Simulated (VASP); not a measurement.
Here is a VASP 6.6.1 calculation.

Contents of INCAR:

```
PREC = Accurate
ENCUT = 520
EDIFF = 1E-7
ISMEAR = -1
SIGMA = 0.05
LREAL = False
LASPH = True
NELM = 80
ALGO = Normal
ISIF = 2
LWAVE = False
LCHARG = True
GGA = PS
LELF = True
LVHAR = True
NBANDS = 18
```

File KPOINTS:

```
regular mesh
0
Gamma
  13 13 13
```

Contents of POSCAR:

```
ZnAu
1.0
    3.1258785582      0.0000000000      0.0000000000
    0.0000000000      3.1258785582      0.0000000000
    0.0000000000      0.0000000000      3.1258785582
Zn Au
1 1
Direct
    0.5000000000      0.5000000000      0.5000000000
    0.0000000000      0.0000000000      0.0000000000
```

Potentials or basis: VASP PAW PBE potentials, release 64 (Zn, Au).

The run is started by

```sh
$ cat potpaw_PBE.64/Zn/POTCAR potpaw_PBE.64/Au/POTCAR > POTCAR
$ mpirun -np 1 vasp_std > vasp.out
```

Task: Estimate the pressure.

Result: 0.5 GPa.

Caveat: the PAW data sets were made with another functional, which shifts forces and pressure a little.
